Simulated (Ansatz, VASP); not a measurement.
# Si in VASP and in Ansatz

```xyz
2
Lattice="3.6460 0.0000 0.0000 -1.8230 3.1575 0.0000 0.0000 0.0000 28.0000" Properties=species:S:1:pos:R:3 pbc="T T T"
Si    0.0000    2.1050   14.4285
Si    1.8230    1.0525   13.5715
```

Alike in both runs: task single point; functional LDA; k mesh 15 × 15 × 1; occupations gaussian, width 0.1 eV; no spin polarisation.

|  | VASP | Ansatz |
| --- | --- | --- |
| version | VASP 6.6.1 | Ansatz 0.2.0 |
| potentials or method | VASP PAW LDA potentials, release 64 (Si), cutoff 520 eV | scalar-relativistic, plane waves, PAW |
| valence electrons in the cell | 8 | 8 |

|  | VASP | Ansatz | Ansatz less VASP |
| --- | --- | --- | --- |
| gap on the k mesh at the Fermi level (eV) | none | none | - |
| rms of the force components (eV/Å) | 0.629 | 0.630 | +0.0013 |

Ansatz warns that its potentials were made for another functional, while VASP's fit it. LDA's correlation is that of Perdew and Zunger in VASP and of Perdew and Wang (1992) in Ansatz. Atom by atom the forces differ by 0.001 eV/Å (rms over components). A gap of «none» marks a metal or a gap that the smearing closes.
